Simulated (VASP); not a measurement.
# Mg in VASP: single point with LDA

Aim: the single point of Mg with LDA.

All numbers are computed with VASP 6.6.1; they aren't measurements. Logs are shortened: lines on timing, memory, paths and dates and some standing lists are left out, and cuts for length are marked.

**1. The cell of the first run**

The cell holds a sublattice, 2 atoms: a = 3.033 Å, b = 3.033 Å, c = 7.403 Å, α = 90.00°, β = 90.00°, γ = 120.00°.

**2. Single point, LDA**

Contents of INCAR:

```
SYSTEM = Mg
ALGO = Normal
EDIFF = 1E-6
ENCUT = 520
ISIF = 2
ISMEAR = 0
LASPH = .True.
LCHARG = .False.
LREAL = .False.
LWAVE = .False.
NBANDS = 9
NELM = 60
PREC = Accurate
SIGMA = 0.1
```

Contents of KPOINTS:

```
k-points
0
Gamma
  9 9 4
  0 0 0
```

Contents of POSCAR:

```
Mg
1.0
    3.0329985910      0.0000000000      0.0000000000
   -1.5164992955      2.6266538294      0.0000000000
    0.0000000000      0.0000000000      7.4033160000
Mg
2
Direct
    0.3333333300      0.6666666700      0.6658000000
    0.6666666700      0.3333333300      0.3342000000
```

Potentials or basis: VASP PAW LDA potentials, release 64 (Mg).

On the command line:

```bash
$ cat potpaw_LDA.64/Mg/POTCAR > POTCAR
$ mpirun -np 1 vasp_std > vasp.out
```

OUTCAR:

```text
SYSTEM = Mg
   EDIFF = 1E-6
   ENCUT = 520
   ISIF = 2
   ISMEAR = 0
   LASPH = .True.
   LREAL = .False.
   NELM = 60
   PREC = Accurate

 ion  position               nearest neighbor table
   1  0.333  0.667  0.666-   2 3.02   2 3.02   2 3.02
   2  0.667  0.333  0.334-   1 3.02   1 3.02   1 3.02

  LATTYP: Found a hexagonal cell.
 ALAT       =     3.0329985910
 C/A-ratio  =     2.4409229935

  Lattice vectors:

 A1 = (   3.0329985910,   0.0000000000,   0.0000000000)
 A2 = (  -1.5164992955,   2.6266538294,   0.0000000000)
 A3 = (   0.0000000000,   0.0000000000,   7.4033160000)

Analysis of symmetry for initial positions (statically):
=====================================================================
 Subroutine PRICEL returns:
 Original cell was already a primitive cell.

 Routine SETGRP: Setting up the symmetry group for a
 hexagonal supercell.

 Subroutine GETGRP returns: Found 12 space group operations
 (whereof 12 operations were pure point group operations)
 out of a pool of 24 trial point group operations.

The static configuration has the point symmetry D_3d.

Analysis of symmetry for dynamics (positions and initial velocities):
=====================================================================
 Subroutine PRICEL returns:
 Original cell was already a primitive cell.

 Routine SETGRP: Setting up the symmetry group for a
 hexagonal supercell.

 Subroutine GETGRP returns: Found 12 space group operations
 (whereof 12 operations were pure point group operations)
 out of a pool of 24 trial point group operations.

The dynamic configuration has the point symmetry D_3d.

 Subroutine INISYM returns: Found 12 space group operations
 (whereof 12 operations are pure point group operations),
 and found     1 'primitive' translations

----------------------------------------------------------------------------------------

                                     Primitive cell

  volume of cell :      58.9795

  direct lattice vectors                    reciprocal lattice vectors
     3.032998591  0.000000000  0.000000000     0.329706714  0.190356260  0.000000000
    -1.516499296  2.626653829  0.000000000     0.000000000  0.380712521  0.000000000
     0.000000000  0.000000000  7.403316000     0.000000000  0.000000000  0.135074607

  length of vectors
     3.032998591  3.032998591  7.403316000     0.380712521  0.380712521  0.135074607

  position of ions in fractional coordinates (direct lattice)
     0.333333330  0.666666670  0.665800000
     0.666666670  0.333333330  0.334200000

  ion indices of the primitive-cell ions
   primitive index   ion index
                 1           1
                 2           2

----------------------------------------------------------------------------------------

 KPOINTS: k-points

Automatic generation of k-mesh.
 Grid dimensions read from file:
 generate k-points for:    9    9    4

 Generating k-lattice:

  Cartesian coordinates                     Fractional coordinates (reciprocal lattice)
     0.036634079  0.021150696  0.000000000     0.111111111  0.000000000  0.000000000
     0.000000000  0.042301391  0.000000000     0.000000000  0.111111111  0.000000000
     0.000000000  0.000000000  0.033768652     0.000000000  0.000000000  0.250000000

  Length of vectors
     0.042301391  0.042301391  0.033768652

  Shift w.r.t. Gamma in fractional coordinates (k-lattice)
     0.000000000  0.000000000  0.000000000

 Subroutine IBZKPT returns following result:
 ===========================================

 Found     43 irreducible k-points:

 Following reciprocal coordinates:
            Coordinates               Weight
  0.000000  0.000000  0.000000      1.000000
  0.111111  0.000000  0.000000      6.000000
  0.222222  0.000000  0.000000      6.000000
  0.333333  0.000000  0.000000      6.000000
  0.444444  0.000000  0.000000      6.000000
  0.111111  0.111111  0.000000      6.000000
[... 16 lines left out ...]
  0.222222  0.111111  0.250000     12.000000
 -0.111111  0.333333  0.250000     12.000000
 [... further k-points ...]
   k-points           NKPTS =     43   k-points in BZ     NKDIM =     43   number of bands    NBANDS=      9
   number of dos      NEDOS =    301   number of ions     NIONS =      2
   total plane-waves  NPLWV =  32256
   dimension x,y,z NGX =    24 NGY =   24 NGZ =   56
   dimension x,y,z NGXF=    48 NGYF=   48 NGZF=  112
   ions per type =               2
   NGX,Y,Z   is equivalent  to a cutoff of  13.15, 13.15, 12.58 a.u.
   NGXF,Y,Z  is equivalent  to a cutoff of  26.31, 26.31, 25.15 a.u.
 SYSTEM =  Mg
   PREC   = accura    normal or accurate (medium, high low for compatibility)
   ISTART =      0    job   : 0-new  1-cont  2-samecut
   ICHARG =      2    charge: 1-file 2-atom 10-const
   ISPIN  =      1    spin polarized calculation?
   LNONCOLLINEAR =      F non collinear calculations
   LSORBIT =      F    spin-orbit coupling
   LASPH  =      T    aspherical Exc in radial PAW
   ENCUT  =  520.0 eV  38.22 Ry    6.18 a.u.   5.64  5.64 13.77*2*pi/ulx,y,z
   NELM   =     60;   NELMIN=  2; NELMDL= -5     # of ELM steps
   EDIFF  = 0.1E-05   stopping-criterion for ELM
   LREAL  =      F    real-space projection
   EDIFFG = 0.1E-04   stopping-criterion for IOM
   NSW    =      0    number of steps for IOM
   IBRION =     -1    ionic relax: 0-MD 1-quasi-New 2-CG
   NFREE  =      0    steps in history (QN), initial steepest desc. (CG)
   ISIF   =      2    stress and relaxation
   ISYM   =      2    0-nonsym 1-usesym 2-fastsym
   POTIM  = 0.5000    time-step for ionic-motion
   TEBEG  =    0.0;   TEEND  =   0.0 temperature during run
   PSTRESS=    0.0 pullay stress
   NELECT =       4.0000    total number of electrons
   NUPDOWN=      -1.0000    fix difference up-down
   EMIN   =  10.00;   EMAX   =-10.00  energy-range for DOS
   EFERMI =   0.00;   METHOD = LEGACY
   ISMEAR =     0;   SIGMA  =   0.10  broadening in eV -4-tet -1-fermi 0-gaus
   EFERMI_NEDOS =   21; number of points for ismear=-14 and -15
   IALGO  =     38    algorithm
   IMIX   =      4    mixing-type and parameters
     AMIX     =   0.40;   BMIX     =  1.00
     AMIX_MAG =   1.60;   BMIX_MAG =  1.00
  volume/ion in A,a.u.               =      29.49       199.01
  Fermi-wavevector in a.u.,A,eV,Ry     =   0.667618  1.261614  6.064295  0.445713
  Thomas-Fermi vector in A             =   1.742279
   LORBIT       =      0    0 simple, 1 ext, 2 COOP (PROOUT), +10 PAW based schemes
   GGA     = CA    functional components
   LHFCALC =     F    Hartree Fock is set to
   AEXX    =    0.0000 exact exchange contribution
   IVDW    =     0    specifies the selected vdW correction
   LEPSILON=     F    determine dielectric tensor
   LRPA    =     F    only Hartree local field effects (RPA)
 non-spin polarized calculation
 Gauss-broadening in eV      SIGMA  =   0.10
  energy-cutoff  :      520.00
  volume of cell :       58.98
 maximum number of plane-waves:      1612
 NGX is ok and might be reduce to    24
   NGX = 11   NGY = 11   NGZ = 27

 number of electron       4.0000000 magnetization

 Free energy of the ion-electron system (eV)
  ---------------------------------------------------
  ext. energy  EPLUGINS =         0.00000000
  ---------------------------------------------------
  free energy    TOTEN  =        -2.98874577 eV

  energy without entropy =       -2.98151176  energy(sigma->0) =       -2.98512876

 E-fermi :   1.2391     XC(G=0):  -7.5651

 val. band max:        1.1581521906   @ k =   0.3333   0.3333   0.5000
 cond. band min:       1.2597177769   @ k =   0.0000   0.2222   0.2500
 fundamental gap:      0.1015655863
 Fermi energy:         1.2390946547

 k-point     1 :       0.0000    0.0000    0.0000
  band No.  band energies     occupation
      1      -5.6269      2.00000
      2      -2.5988      2.00000
      3      -0.3827      2.00000
      4       6.2316      0.00000
      5       6.6242      0.00000
      6      13.6454      0.00000
      7      13.6454      0.00000
      8      13.9397      0.00000
      9      13.9397      0.00000

 k-point     2 :       0.1111    0.0000    0.0000
  band No.  band energies     occupation
      1      -5.3591      2.00000
      2      -2.3330      2.00000
      3      -0.1285      2.00000
      4       6.4461      0.00000
      5       6.8601      0.00000
      6      10.5107      0.00000
      7      12.1553      0.00000
      8      12.4337      0.00000
      9      14.4500      0.00000

 k-point     3 :       0.2222    0.0000    0.0000
  band No.  band energies     occupation
      1      -4.5610      2.00000
      2      -1.5444      2.00000
      3       0.6343      2.00000
      4       6.4607      0.00000
      5       7.3844      0.00000
      6       7.8461      0.00000
      7       9.4756      0.00000
      8      10.8773      0.00000
      9      12.0392      0.00000

 k-point     4 :       0.3333    0.0000    0.0000
  band No.  band energies     occupation
      1      -3.2487      2.00000
      2      -0.2688      2.00000
      3       1.9057      0.00000
      4       3.6573      0.00000
      5       6.4632      0.00000
      6       8.3226      0.00000
      7       8.7249      0.00000
      8       8.9698      0.00000
      9      10.0193      0.00000
[... 205 lines left out ...]
 k-point    22 :       0.1111    0.1111    0.2500
  band No.  band energies     occupation
      1      -4.7928      2.00000
      2      -2.0750      2.00000
      3       1.0091      1.99886
      4       4.8992      0.00000
      5       8.4888      0.00000
      6       8.9295      0.00000
      7       9.8671      0.00000
      8      11.4837      0.00000
      9      12.0340      0.00000

 k-point    23 :       0.2222    0.1111    0.2500
  band No.  band energies     occupation
      1      -3.7383      2.00000
      2      -1.0346      2.00000
      3       2.0146      0.00000
      4       5.0742      0.00000
      5       6.2592      0.00000
      6       7.2907      0.00000
      7       8.4689      0.00000
      8      10.4548      0.00000
      9      11.0232      0.00000

 k-point    24 :      -0.1111    0.3333    0.2500
  band No.  band energies     occupation
      1      -3.7382      2.00000
      2      -1.0346      2.00000
      3       2.0100      0.00000
      4       5.2578      0.00000
      5       5.9311      0.00000
      6       7.2897      0.00000
      7       8.8708      0.00000
      8       9.9858      0.00000
      9      11.1506      0.00000

 [... further k-points ...]
[... 5 lines left out ...]
  --------------------------------------------------------------------------------------
  -------------------------------------------------------------------------------------
  Total        0.0871446      0.0871446      0.4104835      0.0000000      0.0000000      0.0000000
  in kB        2.3672800      2.3672800     11.1507718      0.0000000      0.0000000      0.0000000
  external PRESSURE =       5.2951106 kB  Pullay stress =       0.0000000 kB

 VOLUME and BASIS-vectors are now :
 -----------------------------------------------------------------------------
  energy-cutoff  :      520.00
  volume of cell :       58.98
      direct lattice vectors                 reciprocal lattice vectors
     3.032998591  0.000000000  0.000000000     0.329706714  0.190356260  0.000000000
    -1.516499296  2.626653829  0.000000000     0.000000000  0.380712521  0.000000000
     0.000000000  0.000000000  7.403316000     0.000000000  0.000000000  0.135074607

 POSITION                                       TOTAL-FORCE (eV/Angst)
 -----------------------------------------------------------------------------------
     -0.00000      1.75110      4.92913        -0.000000     -0.000000      0.462729
      1.51650      0.87555      2.47419         0.000000      0.000000     -0.462729
 -----------------------------------------------------------------------------------
    total drift:                               -0.000000     -0.000000     -0.000000

  FREE ENERGIE OF THE ION-ELECTRON SYSTEM (eV)
  ---------------------------------------------------
  free  energy   TOTEN  =        -2.9887457679 eV

  energy  without entropy=       -2.9815117566  energy(sigma->0) =       -2.98512876
```

Wall time 5.7 s (1 thread of Intel Xeon 6975P-C (Granite Rapids), shared host); peak memory 0.15 GiB.

What came out:

```
Free energy            : -2.9887 eV
Pressure               : 0.5 GPa
Largest force          : 0.463 eV/Å
Band gap on the k mesh : zero (band 2 reaches 1.36 eV, above the bottom of band 3 at -0.38 eV)
```

Forces on the atoms (eV/Å):
```
Mg   0.000  0.000  0.463
Mg   0.000  0.000 -0.463
```

Stress tensor (GPa, compression positive):
```
0.24 0.00 0.00
0.00 0.24 0.00
0.00 0.00 1.12
```
